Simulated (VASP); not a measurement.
# ZrTeI (P4/nmm) in VASP: single point with r2SCAN

Aim: the single point of ZrTeI with r2SCAN.

Everything below comes from runs of VASP 6.6.1. Logs are shortened: lines on timing, memory, paths and dates and some standing lists are left out, and cuts for length are marked.

### 1 The cell of the first run

The structure is tetragonal, space group P4/nmm (No. 129). The conventional cell has a = 4.316 Å, b = 4.316 Å, c = 9.600 Å, α = 90.00°, β = 90.00°, γ = 90.00°. I (site symmetry -4m2) has 4 I at 3.05 Å and 4 Zr at 3.22 Å within 4.0 Å. Within 4.4 Å of Te (site symmetry 4mm) lie 5 Zr at 3.27 to 3.64 Å and 8 Te at 3.92 to 4.32 Å and 4 I at 4.17 Å. Zr (site symmetry 4mm) has 4 I at 3.22 Å and 5 Te at 3.27 to 3.64 Å and 4 Zr at 4.32 Å within 4.4 Å.

### 2 Single point, r2SCAN

POSCAR

```
ZrTeI
1.0
    4.3158700000      0.0000000000      0.0000000000
    0.0000000000      4.3158700000      0.0000000000
    0.0000000000      0.0000000000      9.5996290000
I Te Zr
2 2 2
Direct
    0.0000000000      0.0000000000      0.0000000000
    0.5000000000      0.5000000000      0.0000000000
    0.0000000000      0.5000000000      0.6280000000
    0.5000000000      0.0000000000      0.3720000000
    0.0000000000      0.5000000000      0.2490000000
    0.5000000000      0.0000000000      0.7510000000
```

INCAR.step1

```
ALGO     = Normal         # electronic algorithm
EDIFF    = 1E-4           # SCF threshold, eV
ENCUT    = 520            # plane-wave cutoff, eV
GGA      = PE             # functional
ISMEAR   = -1             # smearing method
LASPH    = True           # aspherical terms in the spheres
LCHARG   = False          # write CHGCAR
LREAL    = False          # projectors in reciprocal space
LWAVE    = True           # write WAVECAR
NBANDS   = 34             # bands
NELM     = 100            # most SCF steps
PREC     = Accurate       # precision mode
SIGMA    = 0.1            # smearing width, eV
```

INCAR.step2

```
ALGO     = Normal         # electronic algorithm
EDIFF    = 1E-6           # SCF threshold, eV
ENCUT    = 520            # plane-wave cutoff, eV
ISIF     = 2              # what is computed and relaxed
ISMEAR   = -1             # smearing method
ISTART   = 1            
LASPH    = True           # aspherical terms in the spheres
LCHARG   = False          # write CHGCAR
LMIXTAU  = True         
LREAL    = False          # projectors in reciprocal space
LWAVE    = False          # write WAVECAR
METAGGA  = R2SCAN         # meta-GGA
NBANDS   = 34             # bands
NELM     = 100            # most SCF steps
PREC     = Accurate       # precision mode
SIGMA    = 0.1            # smearing width, eV
```

KPOINTS

```
k-points
0
Gamma
  8 8 4
```

Potentials or basis: VASP PAW PBE potentials, release 64 (I, Te, Zr_sv).

Started as:

```bash
> cat potpaw_PBE.64/I/POTCAR potpaw_PBE.64/Te/POTCAR potpaw_PBE.64/Zr_sv/POTCAR > POTCAR
> cp INCAR.step1 INCAR
> mpirun -np 1 vasp_std > vasp.out
> cp INCAR.step2 INCAR
> mpirun -np 1 vasp_std > vasp.out
```

OUTCAR:

```text
EDIFF = 1E-6
   ENCUT = 520
   ISIF = 2
   ISMEAR = -1
   ISTART = 1
   LASPH = True
   LREAL = False
   METAGGA = R2SCAN
   NELM = 100
   PREC = Accurate

 ion  position               nearest neighbor table
   1  0.000  0.000  0.000-   2 3.05   2 3.05   2 3.05   2 3.05   5 3.22   6 3.22   6 3.22   5 3.22

   2  0.500  0.500  0.000-   1 3.05   1 3.05   1 3.05   1 3.05   6 3.22   6 3.22   5 3.22   5 3.22

   3  0.000  0.500  0.628-   6 3.27   6 3.27   6 3.27   6 3.27   5 3.64
   4  0.500  0.000  0.372-   5 3.27   5 3.27   5 3.27   5 3.27   6 3.64
   5  0.000  0.500  0.249-   1 3.22   2 3.22   1 3.22   2 3.22   4 3.27   4 3.27   4 3.27   4 3.27
                             3 3.64
   6  0.500  0.000  0.751-   1 3.22   2 3.22   2 3.22   1 3.22   3 3.27   3 3.27   3 3.27   3 3.27
                             4 3.64

  LATTYP: Found a simple tetragonal cell.
 ALAT       =     4.3158700000
 C/A-ratio  =     2.2242627790

  Lattice vectors:

 A1 = (   4.3158700000,   0.0000000000,   0.0000000000)
 A2 = (   0.0000000000,   4.3158700000,   0.0000000000)
 A3 = (   0.0000000000,   0.0000000000,   9.5996290000)

Analysis of symmetry for initial positions (statically):
=====================================================================
 Subroutine PRICEL returns:
 Original cell was already a primitive cell.

 Routine SETGRP: Setting up the symmetry group for a
 simple tetragonal supercell.

 Subroutine GETGRP returns: Found 16 space group operations
 (whereof  8 operations were pure point group operations)
 out of a pool of 16 trial point group operations.

The static configuration has the point symmetry D_2d.
 The point group associated with its full space group is D_4h.

Analysis of symmetry for dynamics (positions and initial velocities):
=====================================================================
 Subroutine PRICEL returns:
 Original cell was already a primitive cell.

 Routine SETGRP: Setting up the symmetry group for a
 simple tetragonal supercell.

 Subroutine GETGRP returns: Found 16 space group operations
 (whereof  8 operations were pure point group operations)
 out of a pool of 16 trial point group operations.

The dynamic configuration has the point symmetry D_2d.
 The point group associated with its full space group is D_4h.

 Subroutine INISYM returns: Found 16 space group operations
 (whereof  8 operations are pure point group operations),
 and found     1 'primitive' translations

----------------------------------------------------------------------------------------

                                     Primitive cell

  volume of cell :     178.8097

  direct lattice vectors                    reciprocal lattice vectors
     4.315870000  0.000000000  0.000000000     0.231702994  0.000000000  0.000000000
     0.000000000  4.315870000  0.000000000     0.000000000  0.231702994  0.000000000
     0.000000000  0.000000000  9.599629000     0.000000000  0.000000000  0.104170692

  length of vectors
     4.315870000  4.315870000  9.599629000     0.231702994  0.231702994  0.104170692

  position of ions in fractional coordinates (direct lattice)
     0.000000000  0.000000000  0.000000000
     0.500000000  0.500000000  0.000000000
     0.000000000  0.500000000  0.628000000
     0.500000000  0.000000000  0.372000000
     0.000000000  0.500000000  0.249000000
     0.500000000  0.000000000  0.751000000

  ion indices of the primitive-cell ions
   primitive index   ion index
                 1           1
                 2           2
                 3           3
                 4           4
                 5           5
                 6           6

----------------------------------------------------------------------------------------

 KPOINTS: k-points

Automatic generation of k-mesh.
 Grid dimensions read from file:
 generate k-points for:    8    8    4

 Generating k-lattice:

  Cartesian coordinates                     Fractional coordinates (reciprocal lattice)
     0.028962874  0.000000000  0.000000000     0.125000000  0.000000000  0.000000000
     0.000000000  0.028962874  0.000000000     0.000000000  0.125000000  0.000000000
     0.000000000  0.000000000  0.026042673     0.000000000  0.000000000  0.250000000

  Length of vectors
     0.028962874  0.028962874  0.026042673

  Shift w.r.t. Gamma in fractional coordinates (k-lattice)
     0.000000000  0.000000000  0.000000000

 Subroutine IBZKPT returns following result:
 ===========================================

 Found     45 irreducible k-points:

 Following reciprocal coordinates:
            Coordinates               Weight
  0.000000  0.000000  0.000000      1.000000
  0.125000  0.000000  0.000000      4.000000
  0.250000  0.000000  0.000000      4.000000
  0.375000  0.000000  0.000000      4.000000
  0.500000  0.000000  0.000000      2.000000
  0.125000  0.125000  0.000000      4.000000
[... 16 lines left out ...]
  0.375000  0.125000  0.250000     16.000000
  0.500000  0.125000  0.250000      8.000000
 [... further k-points ...]
   k-points           NKPTS =     45   k-points in BZ     NKDIM =     45   number of bands    NBANDS=     34
   number of dos      NEDOS =    301   number of ions     NIONS =      6
   total plane-waves  NPLWV =  73728
   dimension x,y,z NGX =    32 NGY =   32 NGZ =   72
   dimension x,y,z NGXF=    64 NGYF=   64 NGZF=  144
   ions per type =               2   2   2
   NGX,Y,Z   is equivalent  to a cutoff of  12.33, 12.33, 12.47 a.u.
   NGXF,Y,Z  is equivalent  to a cutoff of  24.65, 24.65, 24.94 a.u.
 SYSTEM =  unknown system
   PREC   = accura    normal or accurate (medium, high low for compatibility)
   ISTART =      1    job   : 0-new  1-cont  2-samecut
   ICHARG =      0    charge: 1-file 2-atom 10-const
   ISPIN  =      1    spin polarized calculation?
   LNONCOLLINEAR =      F non collinear calculations
   LSORBIT =      F    spin-orbit coupling
   LASPH  =      T    aspherical Exc in radial PAW
   ENCUT  =  520.0 eV  38.22 Ry    6.18 a.u.   8.02  8.02 17.85*2*pi/ulx,y,z
   NELM   =    100;   NELMIN=  2; NELMDL=  0     # of ELM steps
   EDIFF  = 0.1E-05   stopping-criterion for ELM
   LREAL  =      F    real-space projection
   EDIFFG = 0.1E-04   stopping-criterion for IOM
   NSW    =      0    number of steps for IOM
   IBRION =     -1    ionic relax: 0-MD 1-quasi-New 2-CG
   NFREE  =      0    steps in history (QN), initial steepest desc. (CG)
   ISIF   =      2    stress and relaxation
   ISYM   =      2    0-nonsym 1-usesym 2-fastsym
   POTIM  = 0.5000    time-step for ionic-motion
   TEBEG  =    0.0;   TEEND  =   0.0 temperature during run
   PSTRESS=    0.0 pullay stress
   NELECT =      50.0000    total number of electrons
   NUPDOWN=      -1.0000    fix difference up-down
   EMIN   =  10.00;   EMAX   =-10.00  energy-range for DOS
   EFERMI =   0.00;   METHOD = LEGACY
   ISMEAR =    -1;   SIGMA  =   0.10  broadening in eV -4-tet -1-fermi 0-gaus
   EFERMI_NEDOS =   21; number of points for ismear=-14 and -15
   IALGO  =     38    algorithm
   IMIX   =      4    mixing-type and parameters
     AMIX     =   0.40;   BMIX     =  1.00
     AMIX_MAG =   1.60;   BMIX_MAG =  1.00
  volume/ion in A,a.u.               =      29.80       201.11
  Fermi-wavevector in a.u.,A,eV,Ry     =   1.070536  2.023019 15.592909  1.146046
  Thomas-Fermi vector in A             =   2.206249
   LORBIT       =      0    0 simple, 1 ext, 2 COOP (PROOUT), +10 PAW based schemes
   METAGGA = R2SCAN    functional components
   LHFCALC =     F    Hartree Fock is set to
   AEXX    =    0.0000 exact exchange contribution
   IVDW    =     0    specifies the selected vdW correction
   LEPSILON=     F    determine dielectric tensor
   LRPA    =     F    only Hartree local field effects (RPA)
 non-spin polarized calculation
  energy-cutoff  :      520.00
  volume of cell :      178.81
 maximum number of plane-waves:      4848
   NGX = 17   NGY = 17   NGZ = 35

 number of electron      50.0000002 magnetization

 Free energy of the ion-electron system (eV)
  ---------------------------------------------------
  ext. energy  EPLUGINS =         0.00000000
  ---------------------------------------------------
  free energy    TOTEN  =      -145.69229312 eV

  energy without entropy =     -145.44332348  energy(sigma->0) =     -145.56780830

 E-fermi :   7.9800     XC(G=0): -10.2486

 val. band max:        7.9741835871   @ k =   0.3750   0.0000   0.5000
 cond. band min:       7.9876859796   @ k =   0.2500   0.2500   0.0000
 fundamental gap:      0.0135023925
 Fermi energy:         7.9800106752

 k-point     1 :       0.0000    0.0000    0.0000
  band No.  band energies     occupation
      1     -44.5659      2.00000
      2     -44.5658      2.00000
      3     -21.8846      2.00000
      4     -21.8782      2.00000
      5     -21.8281      2.00000
      6     -21.8281      2.00000
[... 26 lines left out ...]
     33       9.4804      0.00000
     34       9.6053      0.00000

 k-point     2 :       0.1250    0.0000    0.0000
  band No.  band energies     occupation
      1     -44.5658      2.00000
      2     -44.5657      2.00000
      3     -21.8838      2.00000
      4     -21.8779      2.00000
      5     -21.8318      2.00000
      6     -21.8312      2.00000
[... 26 lines left out ...]
     33       9.5048      0.00000
     34       9.5289      0.00000

 k-point     3 :       0.2500    0.0000    0.0000
  band No.  band energies     occupation
      1     -44.5655      2.00000
      2     -44.5654      2.00000
      3     -21.8818      2.00000
      4     -21.8773      2.00000
      5     -21.8407      2.00000
      6     -21.8402      2.00000
[... 26 lines left out ...]
     33       9.6598      0.00000
     34       9.7934      0.00000

 k-point     4 :       0.3750    0.0000    0.0000
  band No.  band energies     occupation
      1     -44.5652      2.00000
      2     -44.5651      2.00000
      3     -21.8795      2.00000
      4     -21.8770      2.00000
      5     -21.8495      2.00000
      6     -21.8492      2.00000
[... 26 lines left out ...]
     33       9.5980      0.00000
     34      10.1170      0.00000

 k-point     5 :       0.5000    0.0000    0.0000
  band No.  band energies     occupation
      1     -44.5650      2.00000
      2     -44.5650      2.00000
      3     -21.8777      2.00000
      4     -21.8777      2.00000
      5     -21.8530      2.00000
      6     -21.8530      2.00000
[... 621 lines left out ...]
 k-point    22 :       0.2500    0.1250    0.2500
  band No.  band energies     occupation
      1     -44.5653      2.00000
      2     -44.5653      2.00000
      3     -21.8808      2.00000
      4     -21.8773      2.00000
      5     -21.8401      2.00000
      6     -21.8398      2.00000
[... 26 lines left out ...]
     33       9.6208      0.00000
     34       9.7814      0.00000

 k-point    23 :       0.3750    0.1250    0.2500
  band No.  band energies     occupation
      1     -44.5651      2.00000
      2     -44.5650      2.00000
      3     -21.8787      2.00000
      4     -21.8768      2.00000
      5     -21.8489      2.00000
      6     -21.8487      2.00000
[... 26 lines left out ...]
     33       9.8066      0.00000
     34      10.1564      0.00000

 k-point    24 :       0.5000    0.1250    0.2500
  band No.  band energies     occupation
      1     -44.5649      2.00000
      2     -44.5649      2.00000
      3     -21.8772      2.00000
      4     -21.8772      2.00000
      5     -21.8524      2.00000
      6     -21.8524      2.00000
[... 26 lines left out ...]
     33      10.0747      0.00000
     34      10.0747      0.00000

 [... further k-points ...]
[... 5 lines left out ...]
  --------------------------------------------------------------------------------------
  -------------------------------------------------------------------------------------
  Total        4.8786735      4.8786735    -12.3784369      0.0000000      0.0000000      0.0000000
  in kB       43.7140635     43.7140635   -110.9137099      0.0000000      0.0000000      0.0000000
  external PRESSURE =      -7.8285276 kB  Pullay stress =       0.0000000 kB

 VOLUME and BASIS-vectors are now :
 -----------------------------------------------------------------------------
  energy-cutoff  :      520.00
  volume of cell :      178.81
      direct lattice vectors                 reciprocal lattice vectors
     4.315870000  0.000000000  0.000000000     0.231702994  0.000000000  0.000000000
     0.000000000  4.315870000  0.000000000     0.000000000  0.231702994  0.000000000
     0.000000000  0.000000000  9.599629000     0.000000000  0.000000000  0.104170692

 POSITION                                       TOTAL-FORCE (eV/Angst)
 -----------------------------------------------------------------------------------
      0.00000      0.00000      0.00000        -0.000000     -0.000000      0.000000
      2.15794      2.15794      0.00000        -0.000000      0.000000      0.000000
      0.00000      2.15794      6.02857        -0.000000     -0.000000      0.364219
      2.15794      0.00000      3.57106        -0.000000      0.000000     -0.364219
      0.00000      2.15794      2.39031        -0.000000      0.000000     -0.222305
      2.15794      0.00000      7.20932         0.000000      0.000000      0.222305
 -----------------------------------------------------------------------------------
    total drift:                                0.000000     -0.000000      0.000000

  FREE ENERGIE OF THE ION-ELECTRON SYSTEM (eV)
  ---------------------------------------------------
  free  energy   TOTEN  =      -145.6922931186 eV

  energy  without entropy=     -145.4433234780  energy(sigma->0) =     -145.56780830
```

It took 18 min on 1 thread of Oxide Virtual Turin-like, shared host; peak memory 0.42 GiB.

Results:

```
Free energy            : -145.6923 eV
Pressure               : -0.8 GPa
Largest force          : 0.364 eV/Å
Band gap on the k mesh : zero (bands 25 and 26 overlap by 1.51 eV)
```

Forces in eV/Å, atoms in the order of the input:
```
I    0.000  0.000  0.000
I    0.000  0.000  0.000
Te   0.000  0.000  0.364
Te   0.000  0.000 -0.364
Zr   0.000  0.000 -0.222
Zr   0.000  0.000  0.222
```

Caveat: the PAW data sets were made with another functional, which shifts forces and pressure a little; spin-orbit coupling is left out, which moves the levels of the heavy elements.
